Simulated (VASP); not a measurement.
# Cs4Zn (Pm-3m) in VASP: notebook

The runs below take Cs4Zn through single point, with PBE.

All numbers are computed with VASP 6.6.1; they aren't measurements. Logs are shortened: lines on timing, memory, paths and dates and some standing lists are left out, and cuts for length are marked.

## Step 1: The cell of the first run

It takes space group Pm-3m (No. 221, cubic). The conventional cell has a = 7.699 Å, b = 7.699 Å, c = 7.699 Å, α = 90.00°, β = 90.00°, γ = 90.00°. Within 5.1 Å of Cs (site symmetry 4/mmm) lie 2 Zn at 3.85 Å. Zn (site symmetry m-3m) has 6 Cs at 3.85 Å within 5.1 Å.

## Step 2: Single point, PBE

Contents of INCAR:

```
PREC     = Accurate       # precision mode
ENCUT    = 520            # plane-wave cutoff, eV
EDIFF    = 1E-6           # SCF threshold, eV
ISMEAR   = 0              # smearing method
SIGMA    = 0.1            # smearing width, eV
LREAL    = False          # projectors in reciprocal space
LASPH    = True           # aspherical terms in the spheres
NELM     = 60             # most SCF steps
ALGO     = Fast           # electronic algorithm
ISIF     = 2              # what is computed and relaxed
LWAVE    = False          # write WAVECAR
LCHARG   = False          # write CHGCAR
GGA      = PE             # functional
NBANDS   = 32             # bands
```

Contents of KPOINTS:

```
Automatic mesh
0
Gamma
  6 6 6
```

Contents of POSCAR:

```
Cs4Zn
1.0
    7.6990191000      0.0000000000      0.0000000000
    0.0000000000      7.6990191000      0.0000000000
    0.0000000000      0.0000000000      7.6990191000
Cs Zn
4 1
Direct
    0.5000000000      0.0000000000      0.0000000000
    0.0000000000      0.5000000000      0.0000000000
    0.0000000000      0.0000000000      0.5000000000
    0.5000000000      0.5000000000      0.5000000000
    0.0000000000      0.0000000000      0.0000000000
```

Potentials or basis: VASP PAW PBE potentials, release 64 (Cs_sv, Zn).

Started as:

```console
$ cat potpaw_PBE.64/Cs_sv/POTCAR potpaw_PBE.64/Zn/POTCAR > POTCAR
$ mpirun -np 1 vasp_std > vasp.out
```

OUTCAR:

```text
PREC = Accurate
   ENCUT = 520
   EDIFF = 1E-6
   ISMEAR = 0
   LREAL = False
   LASPH = True
   NELM = 60
   ISIF = 2
   GGA = PE

 ion  position               nearest neighbor table
   1  0.500  0.000  0.000-
   2  0.000  0.500  0.000-
   3  0.000  0.000  0.500-
   4  0.500  0.500  0.500-
   5  0.000  0.000  0.000-

  LATTYP: Found a simple cubic cell.
 ALAT       =     7.6990191000

  Lattice vectors:

 A1 = (   7.6990191000,   0.0000000000,   0.0000000000)
 A2 = (   0.0000000000,   7.6990191000,   0.0000000000)
 A3 = (   0.0000000000,   0.0000000000,   7.6990191000)

Analysis of symmetry for initial positions (statically):
=====================================================================
 Subroutine PRICEL returns:
 Original cell was already a primitive cell.

 Routine SETGRP: Setting up the symmetry group for a
 simple cubic supercell.

 Subroutine GETGRP returns: Found 48 space group operations
 (whereof 48 operations were pure point group operations)
 out of a pool of 48 trial point group operations.

The static configuration has the point symmetry O_h .

Analysis of symmetry for dynamics (positions and initial velocities):
=====================================================================
 Subroutine PRICEL returns:
 Original cell was already a primitive cell.

 Routine SETGRP: Setting up the symmetry group for a
 simple cubic supercell.

 Subroutine GETGRP returns: Found 48 space group operations
 (whereof 48 operations were pure point group operations)
 out of a pool of 48 trial point group operations.

The dynamic configuration has the point symmetry O_h .

 Subroutine INISYM returns: Found 48 space group operations
 (whereof 48 operations are pure point group operations),
 and found     1 'primitive' translations

----------------------------------------------------------------------------------------

                                     Primitive cell

  volume of cell :     456.3585

  direct lattice vectors                    reciprocal lattice vectors
     7.699019100  0.000000000  0.000000000     0.129886676  0.000000000  0.000000000
     0.000000000  7.699019100  0.000000000     0.000000000  0.129886676  0.000000000
     0.000000000  0.000000000  7.699019100     0.000000000  0.000000000  0.129886676

  length of vectors
     7.699019100  7.699019100  7.699019100     0.129886676  0.129886676  0.129886676

  position of ions in fractional coordinates (direct lattice)
     0.500000000  0.000000000  0.000000000
     0.000000000  0.500000000  0.000000000
     0.000000000  0.000000000  0.500000000
     0.500000000  0.500000000  0.500000000
     0.000000000  0.000000000  0.000000000

  ion indices of the primitive-cell ions
   primitive index   ion index
                 1           1
                 2           2
                 3           3
                 4           4
                 5           5

----------------------------------------------------------------------------------------

 KPOINTS: Automatic mesh

Automatic generation of k-mesh.
 Grid dimensions read from file:
 generate k-points for:    6    6    6

 Generating k-lattice:

  Cartesian coordinates                     Fractional coordinates (reciprocal lattice)
     0.021647779  0.000000000  0.000000000     0.166666667  0.000000000  0.000000000
     0.000000000  0.021647779  0.000000000     0.000000000  0.166666667  0.000000000
     0.000000000  0.000000000  0.021647779     0.000000000  0.000000000  0.166666667

  Length of vectors
     0.021647779  0.021647779  0.021647779

  Shift w.r.t. Gamma in fractional coordinates (k-lattice)
     0.000000000  0.000000000  0.000000000

 Subroutine IBZKPT returns following result:
 ===========================================

 Found     20 irreducible k-points:

 Following reciprocal coordinates:
            Coordinates               Weight
  0.000000  0.000000  0.000000      1.000000
  0.166667  0.000000  0.000000      6.000000
  0.333333  0.000000  0.000000      6.000000
  0.500000  0.000000  0.000000      3.000000
  0.166667  0.166667  0.000000     12.000000
  0.333333  0.166667  0.000000     24.000000
[... 12 lines left out ...]
  0.500000  0.500000  0.333333      6.000000
  0.500000  0.500000  0.500000      1.000000
   k-points           NKPTS =     20   k-points in BZ     NKDIM =     20   number of bands    NBANDS=     32
   number of dos      NEDOS =    301   number of ions     NIONS =      5
   total plane-waves  NPLWV = 216000
   dimension x,y,z NGX =    60 NGY =   60 NGZ =   60
   dimension x,y,z NGXF=   120 NGYF=  120 NGZF=  120
   ions per type =               4   1
   NGX,Y,Z   is equivalent  to a cutoff of  12.96, 12.96, 12.96 a.u.
   NGXF,Y,Z  is equivalent  to a cutoff of  25.91, 25.91, 25.91 a.u.
 SYSTEM =  unknown system
   PREC   = accura    normal or accurate (medium, high low for compatibility)
   ISTART =      0    job   : 0-new  1-cont  2-samecut
   ICHARG =      2    charge: 1-file 2-atom 10-const
   ISPIN  =      1    spin polarized calculation?
   LNONCOLLINEAR =      F non collinear calculations
   LSORBIT =      F    spin-orbit coupling
   LASPH  =      T    aspherical Exc in radial PAW
   ENCUT  =  520.0 eV  38.22 Ry    6.18 a.u.  14.32 14.32 14.32*2*pi/ulx,y,z
   NELM   =     60;   NELMIN=  2; NELMDL= -5     # of ELM steps
   EDIFF  = 0.1E-05   stopping-criterion for ELM
   LREAL  =      F    real-space projection
   EDIFFG = 0.1E-04   stopping-criterion for IOM
   NSW    =      0    number of steps for IOM
   IBRION =     -1    ionic relax: 0-MD 1-quasi-New 2-CG
   NFREE  =      0    steps in history (QN), initial steepest desc. (CG)
   ISIF   =      2    stress and relaxation
   ISYM   =      2    0-nonsym 1-usesym 2-fastsym
   POTIM  = 0.5000    time-step for ionic-motion
   TEBEG  =    0.0;   TEEND  =   0.0 temperature during run
   PSTRESS=    0.0 pullay stress
   NELECT =      48.0000    total number of electrons
   NUPDOWN=      -1.0000    fix difference up-down
   EMIN   =  10.00;   EMAX   =-10.00  energy-range for DOS
   EFERMI =   0.00;   METHOD = LEGACY
   ISMEAR =     0;   SIGMA  =   0.10  broadening in eV -4-tet -1-fermi 0-gaus
   EFERMI_NEDOS =   21; number of points for ismear=-14 and -15
   IALGO  =     68    algorithm
   IMIX   =      4    mixing-type and parameters
     AMIX     =   0.40;   BMIX     =  1.00
     AMIX_MAG =   1.60;   BMIX_MAG =  1.00
  volume/ion in A,a.u.               =      91.27       615.93
  Fermi-wavevector in a.u.,A,eV,Ry     =   0.772775  1.460333  8.125148  0.597182
  Thomas-Fermi vector in A             =   1.874479
   LORBIT       =      0    0 simple, 1 ext, 2 COOP (PROOUT), +10 PAW based schemes
   GGA     = PE    functional components
   LHFCALC =     F    Hartree Fock is set to
   AEXX    =    0.0000 exact exchange contribution
   IVDW    =     0    specifies the selected vdW correction
   LEPSILON=     F    determine dielectric tensor
   LRPA    =     F    only Hartree local field effects (RPA)
 non-spin polarized calculation
 RMM-DIIS sequential band-by-band and
 Gauss-broadening in eV      SIGMA  =   0.10
  energy-cutoff  :      520.00
  volume of cell :      456.36
 maximum number of plane-waves:     12400
 NGX is ok and might be reduce to    60
   NGX = 29   NGY = 29   NGZ = 29

 number of electron      47.9999986 magnetization

 Free energy of the ion-electron system (eV)
  ---------------------------------------------------
  ext. energy  EPLUGINS =         0.00000000
  ---------------------------------------------------
  free energy    TOTEN  =        -4.11984764 eV

  energy without entropy =       -4.10156463  energy(sigma->0) =       -4.11070613

 E-fermi :   0.5088     XC(G=0):  -5.7360

 val. band max:        0.4805165718   @ k =   0.3333   0.0000   0.0000
 cond. band min:       0.5308050248   @ k =   0.5000   0.5000   0.3333
 fundamental gap:      0.0502884530
 Fermi energy:         0.5088365097

 k-point     1 :       0.0000    0.0000    0.0000
  band No.  band energies     occupation
      1     -23.4749      2.00000
      2     -22.9986      2.00000
      3     -22.9918      2.00000
      4     -22.9918      2.00000
      5     -10.2810      2.00000
      6     -10.2810      2.00000
[... 24 lines left out ...]
     31       1.6663      0.00000
     32       3.0744      0.00000

 k-point     2 :       0.1667    0.0000    0.0000
  band No.  band energies     occupation
      1     -23.4750      2.00000
      2     -22.9982      2.00000
      3     -22.9922      2.00000
      4     -22.9919      2.00000
      5     -10.2804      2.00000
      6     -10.2804      2.00000
[... 24 lines left out ...]
     31       1.7376      0.00000
     32       2.7905      0.00000

 k-point     3 :       0.3333    0.0000    0.0000
  band No.  band energies     occupation
      1     -23.4749      2.00000
      2     -22.9971      2.00000
      3     -22.9933      2.00000
      4     -22.9919      2.00000
      5     -10.2791      2.00000
      6     -10.2791      2.00000
[... 24 lines left out ...]
     31       1.9005      0.00000
     32       2.3983      0.00000

 k-point     4 :       0.5000    0.0000    0.0000
  band No.  band energies     occupation
      1     -23.4749      2.00000
      2     -22.9963      2.00000
      3     -22.9940      2.00000
      4     -22.9918      2.00000
      5     -10.2784      2.00000
      6     -10.2784      2.00000
[... 514 lines left out ...]
     31       2.1058      0.00000
     32       2.2087      0.00000

 k-point    19 :       0.5000    0.5000    0.3333
  band No.  band energies     occupation
      1     -23.4749      2.00000
      2     -22.9941      2.00000
      3     -22.9940      2.00000
      4     -22.9940      2.00000
      5     -10.2837      2.00000
      6     -10.2837      2.00000
[... 24 lines left out ...]
     31       2.0901      0.00000
     32       2.0901      0.00000

 k-point    20 :       0.5000    0.5000    0.5000
  band No.  band energies     occupation
      1     -23.4749      2.00000
      2     -22.9941      2.00000
      3     -22.9941      2.00000
      4     -22.9941      2.00000
      5     -10.2847      2.00000
      6     -10.2847      2.00000
[... 24 lines left out ...]
     31       2.0710      0.00000
     32       2.0710      0.00000

------------------------ aborting loop because EDIFF is reached ----------------------------------------

  FORCE on cell =-STRESS in cart. coord.  units (eV):
  Direction    XX          YY          ZZ          XY          YZ          ZX
  --------------------------------------------------------------------------------------
  -------------------------------------------------------------------------------------
  Total        0.0243341      0.0243341      0.0243341      0.0000000      0.0000000      0.0000000
  in kB        0.0854318      0.0854318      0.0854318      0.0000000      0.0000000      0.0000000
  external PRESSURE =       0.0854318 kB  Pullay stress =       0.0000000 kB

 VOLUME and BASIS-vectors are now :
 -----------------------------------------------------------------------------
  energy-cutoff  :      520.00
  volume of cell :      456.36
      direct lattice vectors                 reciprocal lattice vectors
     7.699019100  0.000000000  0.000000000     0.129886676  0.000000000  0.000000000
     0.000000000  7.699019100  0.000000000     0.000000000  0.129886676  0.000000000
     0.000000000  0.000000000  7.699019100     0.000000000  0.000000000  0.129886676

 POSITION                                       TOTAL-FORCE (eV/Angst)
 -----------------------------------------------------------------------------------
      3.84951      0.00000      0.00000         0.000000      0.000000      0.000000
      0.00000      3.84951      0.00000         0.000000      0.000000      0.000000
      0.00000      0.00000      3.84951         0.000000      0.000000      0.000000
      3.84951      3.84951      3.84951         0.000000      0.000000      0.000000
      0.00000      0.00000      0.00000         0.000000      0.000000      0.000000
 -----------------------------------------------------------------------------------
    total drift:                               -0.000000     -0.000000     -0.000000

  FREE ENERGIE OF THE ION-ELECTRON SYSTEM (eV)
  ---------------------------------------------------
  free  energy   TOTEN  =        -4.1198476396 eV

  energy  without entropy=       -4.1015646257  energy(sigma->0) =       -4.11070613
```

It took 3.6 min on 1 thread of AMD EPYC 7R13 (Zen 3), shared host; peak memory 0.6 GiB.

What came out:

| Property | Result |
| --- | --- |
| Free energy | -4.1198 eV |
| Pressure | 0.0 GPa |
| Band gap on the k mesh | zero (bands 24 and 25 overlap by 0.81 eV) |

Caveat: spin-orbit coupling is left out, which moves the levels of the heavy elements.

## Step 3: Single point, PBE (94.01 Å³/atom)

This run uses another cell than the first one, of 94.01 Å³/atom.

Contents of INCAR:

```
ALGO = Fast ; EDIFF = 1E-7
ENCUT = 520 ; GGA = PE
ISIF = 2 ; ISMEAR = 0
LASPH = T ; LCHARG = T
LELF = T ; LREAL = F
LVHAR = T ; LWAVE = F
NBANDS = 32 ; NELM = 80
PREC = Accurate ; SIGMA = 0.1
```

Contents of KPOINTS:

```
k-points
0
Gamma
  6 6 6
```

Edit POSCAR of step 2 so:

```diff
@@ -2,5 +2,5 @@
 1.0
-    7.6990191000      0.0000000000      0.0000000000
-    0.0000000000      7.6990191000      0.0000000000
-    0.0000000000      0.0000000000      7.6990191000
+    7.7752519697      0.0000000000      0.0000000000
+    0.0000000000      7.7752519697      0.0000000000
+    0.0000000000      0.0000000000      7.7752519697
 Cs Zn
```

Potentials or basis: VASP PAW PBE potentials, release 64 (Cs_sv, Zn).

Started as:

```console
$ cat potpaw_PBE.64/Cs_sv/POTCAR potpaw_PBE.64/Zn/POTCAR > POTCAR
$ mpirun -np 1 vasp_std > vasp.out
```

Run time: 4.3 min. Hardware: 1 thread of AMD EPYC 7R13 (Zen 3), shared host; peak memory 0.6 GiB.

The run converged. Its results:

* Free energy: -4.1179 eV
* Pressure: -0.1 GPa
* Band gap on the k mesh: zero (bands 24 and 25 overlap by 0.81 eV)

Levels at points of the mesh, in eV from the Fermi level:
```csv
k point,band 22,band 23,band 24,band 25,band 26,band 27
"(0.00, 0.00, 0.00)",-3.89,-1.08,0.41,0.41,0.90,0.90
"(0.50, 0.00, 0.00)",-3.70,-0.87,-0.08,0.71,0.71,0.79
"(0.50, 0.50, 0.00)",-3.51,-0.42,-0.42,-0.10,0.66,0.82
"(0.50, 0.50, 0.50)",-3.32,-0.40,-0.40,-0.40,0.08,0.86
```

Caveat: spin-orbit coupling is left out, which moves the levels of the heavy elements.

## Step 4: Single point, PBE (96.75 Å³/atom)

This run uses another cell than the first one, of 96.75 Å³/atom.

Contents of INCAR:

```
ALGO = Fast
EDIFF = 1E-7
ENCUT = 520
GGA = PE
ISIF = 2
ISMEAR = 0
LASPH = T
LCHARG = T
LELF = T
LREAL = F
LVHAR = T
LWAVE = F
NBANDS = 32
NELM = 60
PREC = Accurate
SIGMA = 0.1
```

KPOINTS is that of step 3.

Edit POSCAR of step 3 so:

```diff
@@ -2,5 +2,5 @@
 1.0
-    7.7752519697      0.0000000000      0.0000000000
-    0.0000000000      7.7752519697      0.0000000000
-    0.0000000000      0.0000000000      7.7752519697
+    7.8500185944      0.0000000000      0.0000000000
+    0.0000000000      7.8500185944      0.0000000000
+    0.0000000000      0.0000000000      7.8500185944
 Cs Zn
```

Started as:

```console
$ cat potpaw_PBE.64/Cs_sv/POTCAR potpaw_PBE.64/Zn/POTCAR > POTCAR
$ mpirun -np 1 vasp_std > vasp.out
```

Run time: 4.3 min. Hardware: 1 thread of AMD EPYC 7R13 (Zen 3), shared host; peak memory 0.61 GiB.

The run converged. Its results:

```yaml
Free_energy: -4.1096 eV
Pressure: -0.1 GPa
Band_gap_on_the_k_mesh: zero (bands 24 and 25 overlap by 0.81 eV)
```

Levels at points of the mesh, in eV from the Fermi level:
| k point | band 20 | band 21 | band 22 | band 23 | band 24 | band 25 | band 26 | band 27 | band 28 | band 29 |
| --- | --- | --- | --- | --- | --- | --- | --- | --- | --- | --- |
| (0.00, 0.00, 0.00) | -7.31 | -7.31 | -3.86 | -1.06 | 0.43 | 0.43 | 0.87 | 0.87 | 0.87 | 1.19 |
| (0.50, 0.00, 0.00) | -7.31 | -7.31 | -3.69 | -0.86 | -0.08 | 0.70 | 0.70 | 0.79 | 0.88 | 1.32 |
| (0.50, 0.50, 0.00) | -7.31 | -7.30 | -3.51 | -0.41 | -0.41 | -0.10 | 0.66 | 0.81 | 1.07 | 1.07 |
| (0.50, 0.50, 0.50) | -7.30 | -7.30 | -3.33 | -0.38 | -0.38 | -0.38 | 0.08 | 0.84 | 0.84 | 0.84 |

Caveat: spin-orbit coupling is left out, which moves the levels of the heavy elements.

## Step 5: Single point, PBE (100.40 Å³/atom)

This run uses another cell than the first one, of 100.40 Å³/atom.

Contents of INCAR:

```
SYSTEM = Cs4Zn
PREC = Accurate
ENCUT = 520
EDIFF = 1E-6
ISMEAR = 0
SIGMA = 0.1
LREAL = .False.
LASPH = .True.
NELM = 80
ALGO = Fast
ISIF = 2
LWAVE = .False.
LCHARG = .False.
GGA = PE
NBANDS = 32
```

Contents of KPOINTS:

```
Automatic mesh
0
Gamma
  6 6 6
  0 0 0
```

Edit POSCAR of step 4 so:

```diff
@@ -2,5 +2,5 @@
 1.0
-    7.8500185944      0.0000000000      0.0000000000
-    0.0000000000      7.8500185944      0.0000000000
-    0.0000000000      0.0000000000      7.8500185944
+    7.9475443254      0.0000000000      0.0000000000
+    0.0000000000      7.9475443254      0.0000000000
+    0.0000000000      0.0000000000      7.9475443254
 Cs Zn
```

Started as:

```console
$ cat potpaw_PBE.64/Cs_sv/POTCAR potpaw_PBE.64/Zn/POTCAR > POTCAR
$ mpirun -np 1 vasp_std > vasp.out
```

Run time: 3.6 min. Hardware: 1 thread of AMD EPYC 7R13 (Zen 3), shared host; peak memory 0.62 GiB.

The run converged. Its results:

* Free energy: -4.0901 eV
* Pressure: -0.2 GPa
* Band gap on the k mesh: zero (bands 24 and 25 overlap by 0.81 eV)

Levels at points of the mesh, in eV from the Fermi level:
| k point | band 20 | band 21 | band 22 | band 23 | band 24 | band 25 | band 26 | band 27 | band 28 | band 29 |
| --- | --- | --- | --- | --- | --- | --- | --- | --- | --- | --- |
| (0.00, 0.00, 0.00) | -7.30 | -7.30 | -3.83 | -1.03 | 0.45 | 0.45 | 0.83 | 0.83 | 0.83 | 1.21 |
| (0.50, 0.00, 0.00) | -7.30 | -7.30 | -3.67 | -0.85 | -0.08 | 0.69 | 0.69 | 0.79 | 0.89 | 1.30 |
| (0.50, 0.50, 0.00) | -7.30 | -7.30 | -3.51 | -0.40 | -0.40 | -0.11 | 0.65 | 0.79 | 1.07 | 1.07 |
| (0.50, 0.50, 0.50) | -7.30 | -7.30 | -3.35 | -0.36 | -0.36 | -0.36 | 0.09 | 0.81 | 0.81 | 0.81 |

Caveat: spin-orbit coupling is left out, which moves the levels of the heavy elements.

## Step 6: Overview

| cell | further INCAR settings | gap on the mesh (eV) | pressure (GPa) |
| --- | --- | --- | --- |
| a = 7.699 Å, 5 atoms | ALGO = Fast; EDIFF = 1e-06; NBANDS = 32 | none | 0.0 |
| a = 7.775 Å, 5 atoms | ALGO = Fast; EDIFF = 1e-07; NBANDS = 32 | none | -0.1 |
| a = 7.850 Å, 5 atoms | ALGO = Fast; EDIFF = 1e-07; NBANDS = 32 | none | -0.1 |
| a = 7.948 Å, 5 atoms | ALGO = Fast; EDIFF = 1e-06; NBANDS = 32 | none | -0.2 |

Alike in all rows: task single point; level PBE; potentials or basis VASP PAW PBE potentials, release 64 (Cs_sv, Zn); no spin polarisation; k mesh 6 × 6 × 6; cutoff (eV) 520; smearing gaussian 0.1 eV.

Caveats: spin-orbit coupling is left out, which moves the levels of the heavy elements.

Total energies depend on the potentials used, so only differences within one code and one set of settings carry meaning.

The gap in the log of VASP goes by the Fermi energy; the results here count the filled bands.